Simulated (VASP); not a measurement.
Here is a VASP 6.6.1 calculation.

File INCAR:

```
SYSTEM = Sb
PREC = Accurate
ENCUT = 520
EDIFF = 1E-6
ISMEAR = -1
SIGMA = 0.05
LREAL = .FALSE.
LASPH = .TRUE.
NELM = 100
ALGO = Normal
ISIF = 2
LWAVE = .FALSE.
LCHARG = .FALSE.
NBANDS = 14
```

Contents of KPOINTS:

```
Automatic mesh
0
G
  6 6 3
  0 0 0
```

The input POSCAR:

```
Sb
1.0
    4.6953600000      0.0000000000      0.0000000000
   -2.3476800000      4.0663000000      0.0000000000
    0.0000000000      0.0000000000      7.4903300000
Sb
3
Direct
    0.3333333333      0.6666666667      0.5802700000
    0.6666666667      0.3333333333      0.4197300000
    0.0000000000      0.0000000000      0.0000000000
```

Potentials or basis: VASP PAW LDA potentials, release 64 (Sb).

Launch:

```bash
$ cat potpaw_LDA.64/Sb/POTCAR > POTCAR
$ mpirun -np 1 vasp_std > vasp.out
```

(1) What does it give for the pressure?

(2) Predict the largest force.

Results:

(1) -6.0 GPa.

(2) 0.817 eV/Å.
